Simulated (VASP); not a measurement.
**Na3TlTe2: single point with PBE**

The system is Na3TlTe2.

```xyz
6
Lattice="3.3242 1.9192 4.7125 -3.3242 1.9192 4.7125 0.0000 -3.8384 4.7125" Properties=species:S:1:pos:R:3 pbc="T T T"
Na   -1.9145    1.1054    6.8925
Na    0.0000   -2.2107    6.8925
Na    1.9145    1.1054    6.8925
Tl    0.0000    0.0000   10.1710
Te    0.0000    0.0000   12.4558
Te    0.0000    0.0000    7.5256
```

The cell was built from a structure type or drawn by symmetry, and may not be a known phase.

```yaml
Program: VASP 6.6.1
Task: single point
Functional: PBE
Potentials_or_basis: VASP PAW PBE potentials, release 64 (Na_pv, Tl_d, Te)
Cutoff: 520 eV
k_mesh: 3 × 3 × 3
Occupations: gaussian, width 0.1 eV
Spin: no spin polarisation
```

```yaml
Pressure: 20.2 GPa
Largest_force: 9.165 eV/Å
Band_gap_on_the_k_mesh: 0.34 eV (least direct gap 0.44 eV)
```

Forces on the atoms (eV/Å):
```
Na  -3.089  1.784 -1.354
Na   0.000 -3.567 -1.354
Na   3.089  1.784 -1.354
Tl   0.000  0.000 -7.269
Te   0.000  0.000  9.165
Te   0.000  0.000  2.165
```

Stress tensor (GPa, compression positive):
```
18.09  0.00  0.00
 0.00 18.09  0.00
 0.00  0.00 24.41
```

Levels at points of the mesh, in eV from the valence-band top:
| k point | band 21 | band 22 | band 23 | band 24 | band 25 | band 26 |
| --- | --- | --- | --- | --- | --- | --- |
| (0.00, 0.00, 0.00) | -2.16 | -2.16 | -0.99 | 0.82 | 0.82 | 1.10 |

Wall time 41 s on 1 thread of AMD EPYC 7R13 Processor (Zen 3), on a shared host, peak memory 0.3 GiB.

Caveat: the cell stands under pressure; spin-orbit coupling is left out, which moves the levels of the heavy elements; an odd mesh through Γ misses points on the zone boundary, where band edges can lie; forces of over 1 eV/Å act on the atoms, so gaps and moduli don't describe the material at rest.
